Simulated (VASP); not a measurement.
Write the native input for VASP 6.6.1 that does the following.

```
Task                   : single point
Functional             : PBEsol
Potentials or basis    : VASP PAW PBE potentials, release 64 (Ni, O)
Cutoff                 : 520 eV
k mesh                 : 11 × 11 × 6
Occupations            : fermi-dirac, width 0.05 eV
Spin                   : collinear spin, ferromagnetic start
Starting moments       : [1.0, 0.0, 0.0] μB
Dipole correction      : no
Further INCAR settings : ALGO = Normal; EDIFF = 1e-07; NBANDS = 22
```

The structure of NiO2 lies in POSCAR:

```
NiO2
1.0
    2.7609558516      0.0000000000      0.0000000000
   -1.3804779258      2.3910579062      0.0000000000
    0.0000000000      0.0000000000      4.5558562541
Ni O
1 2
Direct
    0.0000000000      0.0000000000      0.5000000000
    0.3333333333      0.6666666667      0.2939610000
    0.6666666667      0.3333333333      0.7060390000
```

These files were run (other wordings do the same):

INCAR

```
  PREC = Accurate
  ENCUT = 520
  EDIFF = 1E-7
  ISMEAR = -1
  SIGMA = 0.05
  LREAL = False
  LASPH = True
  NELM = 150
  ALGO = Normal
  ISIF = 2
  LWAVE = False
  LCHARG = False
  ISPIN = 2
  MAGMOM = 1 0 0
  LORBIT = 11
  LMAXMIX = 4
  GGA = PS
  NBANDS = 22
```

KPOINTS

```
Automatic mesh
0
Gamma
  11 11 6
```

Potentials or basis: VASP PAW PBE potentials, release 64 (Ni, O).

The run is started by

```bash
$ cat potpaw_PBE.64/Ni/POTCAR potpaw_PBE.64/O/POTCAR > POTCAR
$ mpirun -np 1 vasp_std > vasp.out
```

It gave:

- Pressure: 4.4 GPa
- Largest force: 0.158 eV/Å
- Band gap on the k mesh: 0.91 eV (least direct gap 1.19 eV)
- Net moment: 0.00 μB per cell
- Valence electrons inside the program's atomic spheres: Ni 9.67; O 4.92

Caveat: the cell stands under pressure; the PAW data sets were made with another functional, which shifts forces and pressure a little; an odd mesh through Γ misses points on the zone boundary, where band edges can lie.

Wall time 82 s on 1 thread of Intel(R) Xeon(R) Platinum 8488C (Sapphire Rapids), with other jobs on the host, peak memory 0.22 GiB.
